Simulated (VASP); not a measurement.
H4C: single point with r2SCAN

The system is H4C.

```
C H
1.0
     7.38766    0.00000    0.00000
     0.00000    7.38766    0.00000
     0.00000    0.00000    7.38766
C H
8 32
Cartesian
  3.7271 3.0489 4.2823
  3.3483 5.8739 0.4468
  2.9008 -0.3375 4.0515
  6.5642 1.4239 3.1825
  7.1921 5.2717 2.4946
  7.0739 6.6501 6.3160
  5.4541 2.9391 7.3684
  1.5015 2.8174 0.7050
  3.8510 4.0726 4.3593
  2.7081 2.8817 4.6709
  4.1439 2.3887 5.0217
  3.9081 2.6373 3.1809
  2.6760 5.1256 0.0548
  3.3498 6.8559 -0.1246
  4.3725 5.4951 0.6181
  3.0509 6.2614 1.3518
  3.7237 0.1476 3.5666
  2.3766 0.3236 4.7070
  3.1781 -1.2406 4.5465
  2.4453 -0.6418 3.1170
  6.6155 1.1510 4.3131
  6.7014 0.5821 2.4088
  7.5475 2.0322 3.0796
  5.6778 1.8891 2.7306
  6.9711 6.0283 3.2805
  8.0064 4.6604 2.8111
  7.5093 5.7359 1.5362
  6.3602 4.6259 2.5003
  7.8757 7.3484 6.4268
  6.3049 7.1160 7.0006
  7.3497 5.6959 6.4755
  6.5804 6.6787 5.3663
  5.4219 3.6259 8.1464
  5.2533 1.8762 7.6819
  6.5739 2.9102 7.0089
  4.8045 3.3570 6.6147
  1.2080 3.4734 1.4581
  0.9854 2.0287 0.3349
  2.3606 2.1613 1.0608
  2.0329 3.2900 -0.0986
```

- Program: VASP 6.6.1
- Task: single point
- Functional: r2SCAN
- Potentials or basis: VASP PAW PBE potentials, release 64 (C, H)
- Cutoff: 520 eV
- k mesh: 1 × 1 × 1
- Occupations: fermi-dirac, width 0.02 eV
- Spin: no spin polarisation
- Dipole correction: no
- Further INCAR settings: LREAL = Auto; ALGO = Normal; EDIFF = 1e-06; NBANDS = 58

```
Pressure               : 1.1 GPa
Largest force          : 4.972 eV/Å
Band gap on the k mesh : 7.22 eV
```

Forces on the atoms (eV/Å):
```
C   -1.580 -3.027 -1.783
C    1.444  1.214 -1.666
C    0.276 -0.342 -1.331
C    2.425 -0.583 -0.483
C    0.698  1.571  0.539
C   -2.449  3.856  0.399
C    2.640 -1.819 -1.531
C    4.859 -1.053  0.084
H    1.077  1.790  0.274
H   -0.508  0.152 -1.144
H    1.486  0.205 -0.087
H   -0.756  0.979  2.575
H   -0.028  0.134 -0.110
H    0.266 -1.497 -0.165
H   -0.509  0.203 -0.508
H   -1.073  0.145  2.365
H    1.155  0.495  0.624
H   -0.596  0.313 -0.044
H    0.439 -0.395  0.484
H   -1.419  0.007  0.378
H   -0.922  0.080 -2.270
H    0.105  0.645  1.814
H   -1.894 -0.520 -0.203
H    0.422  0.506  1.079
H    0.498 -0.404 -0.724
H    0.746 -0.221  0.555
H   -0.758 -0.348  0.596
H   -1.146 -0.668 -0.756
H    0.843  0.219 -0.542
H    0.601 -1.228 -0.226
H    0.836 -3.202  1.183
H    0.148  0.320 -0.762
H    0.034  0.814  1.847
H   -0.305  1.203 -0.296
H   -2.359  0.290  0.343
H   -0.046 -0.463 -0.344
H   -0.977  0.589  0.874
H   -2.894 -1.640 -0.917
H   -0.531  1.020  0.496
H   -0.246  0.656 -0.617
```

Stress tensor (GPa, compression positive):
```
 1.11  0.72  1.15
 0.72  2.53  0.24
 1.15  0.24 -0.25
```

Levels at points of the mesh, in eV from the valence-band top:
```csv
k point,band 28,band 29,band 30,band 31,band 32,band 33,band 34,band 35,band 36,band 37
"(0.00, 0.00, 0.00)",-0.38,-0.35,-0.22,-0.06,0.00,7.22,9.20,9.37,9.53,9.62
```

Wall time 100 s on 1 thread of Intel(R) Xeon(R) 6975P-C (Granite Rapids) (shared host), peak memory 0.43 GiB.

Caveat: the k points lie up to 0.85 Å⁻¹ apart; the PAW data sets were made with another functional, which shifts forces and pressure a little.
